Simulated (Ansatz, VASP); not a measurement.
# One calculation of I, two programs

```
CELL_PARAMETERS angstrom
0.00000 2.36560 3.90984
2.19225 0.00000 3.90984
2.19225 2.36560 0.00000
ATOMIC_POSITIONS crystal
I 0.00000 0.00000 0.00000
```

Alike in both runs: task single point; functional PBE; dispersion D3(BJ); k mesh 4 × 4 × 4; occupations tetrahedron; no spin polarisation.

```csv
,VASP,Ansatz
version,VASP 6.6.1,Ansatz 0.2.0
potentials or method,"VASP PAW PBE potentials, release 64 (I)","scalar-relativistic, plane waves, PAW"
plane-wave cutoff (eV),500,420
valence electrons in the cell,7,17
```

```csv
,VASP,Ansatz,Ansatz less VASP
gap on the k mesh at the Fermi level (eV),none,none,-
pressure (GPa),-1.4,-1.4,-0.03
"traceless stress, the component that is largest in VASP (GPa)",-0.18,0.01,+0.195
```

A gap of «none» marks a metal or a gap that the smearing closes. VASP's potentials hold 7 valence electrons a cell and Ansatz's 17, so a difference there can come from the potentials and not from the codes. Ansatz's warnings: band table not solved further, tetrahedron derivatives may miss energy slope.

The k mesh is coarse, so the values compare programs but aren't converged. Spin-orbit coupling is off throughout.
